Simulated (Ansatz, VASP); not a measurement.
## As: VASP beside Ansatz

File INCAR:

```
PREC     = Accurate       # precision mode
ENCUT    = 520            # plane-wave cutoff, eV
EDIFF    = 1E-6           # SCF threshold, eV
ISMEAR   = -1             # smearing method
SIGMA    = 0.05           # smearing width, eV
LREAL    = False          # projectors in reciprocal space
LASPH    = True           # aspherical terms in the spheres
NELM     = 60             # most SCF steps
ALGO     = Normal         # electronic algorithm
ISIF     = 2              # what is computed and relaxed
LWAVE    = False          # write WAVECAR
LCHARG   = True           # write CHGCAR
GGA      = PE             # functional
LELF     = True           # ELF
LVHAR    = True         
NBANDS   = 12             # bands
```

KPOINTS

```
regular mesh
0
Gamma
  18 18 18
```

POSCAR

```
As
1.0
    1.8797494575      1.0852738553      3.4857700000
   -1.8797494575      1.0852738553      3.4857700000
    0.0000000000     -2.1705477106      3.4857700000
As
2
Direct
    0.2275400000      0.2275400000      0.2275400000
    0.7724600000      0.7724600000      0.7724600000
```

Input for Ansatz:

```yaml
crystal:
  lattice:
    - [1.8797494575, 1.0852738553, 3.48577]
    - [-1.8797494575, 1.0852738553, 3.48577]
    - [0.0, -2.1705477106, 3.48577]
  atoms:
    - { symbol: As, position: [0.22754, 0.22754, 0.22754] }
    - { symbol: As, position: [0.77246, 0.77246, 0.77246] }
kpoints:
  mp_grid: { grid: [18, 18, 18] }
scf:
  occupations: { method: fermi_dirac, width: 0.05 }
hamiltonian:
  xc: pbe
  pseudopotentials: { kind: all_electron, lapw: { basis_error: 0.001 } }
output:
  forces: true
  stress: true
  eigenvalues: true
```

Alike in both runs: task single point; functional PBE; k mesh 18 × 18 × 18; occupations fermi-dirac, width 0.05 eV; no spin polarisation.

|  | VASP | Ansatz |
| --- | --- | --- |
| version | VASP 6.6.1 | Ansatz 0.2.0 |
| potentials or method | VASP PAW PBE potentials, release 64 (As), cutoff 520 eV | all-electron LAPW, scalar-relativistic |

|  | VASP | Ansatz | Ansatz less VASP |
| --- | --- | --- | --- |
| pressure (GPa) | 3.9 | 3.6 | -0.31 |
| traceless stress, the component that is largest in VASP (GPa) | -0.68 | -0.60 | +0.085 |
| rms of the force components (eV/Å) | 0.157 | 0.123 | -0.0332 |

Atom by atom the forces differ by 0.033 eV/Å (rms over components). Ansatz ran all-electron here, and VASP with PAW potentials.
